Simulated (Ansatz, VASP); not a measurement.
**One calculation of HfC, two programs**

```xyz
2
Lattice="0.0232 2.3366 2.3366 2.3366 0.0232 2.3366 2.3366 2.3366 0.0232" Properties=species:S:1:pos:R:3 pbc="T T T"
Hf    2.3483    2.3483    2.3483
C     0.0000    0.0000    0.0000
```

Change from the starting cell: equal xy, yz and zx shear strains of +1 %.

Alike in both runs: task single point; functional PBE; k mesh 15 × 15 × 15; occupations fermi-dirac, width 0.05 eV; no spin polarisation.

|  | VASP | Ansatz |
| --- | --- | --- |
| version | VASP 6.6.1 | Ansatz 0.2.0 |
| potentials or method | VASP PAW PBE potentials, release 64 (Hf_pv, C), cutoff 520 eV | all-electron LAPW, scalar-relativistic |

Ansatz gave:

```
pressure (GPa)                                                : 0.3
traceless stress, the component that is largest in VASP (GPa) : -1.70
```

Question: Estimate VASP's values.

Answer: Pressure (GPa): -0.4; traceless stress, the component that is largest in VASP (GPa): -1.70.

Ansatz ran all-electron here, and VASP with PAW potentials.

Spin-orbit coupling is off throughout.
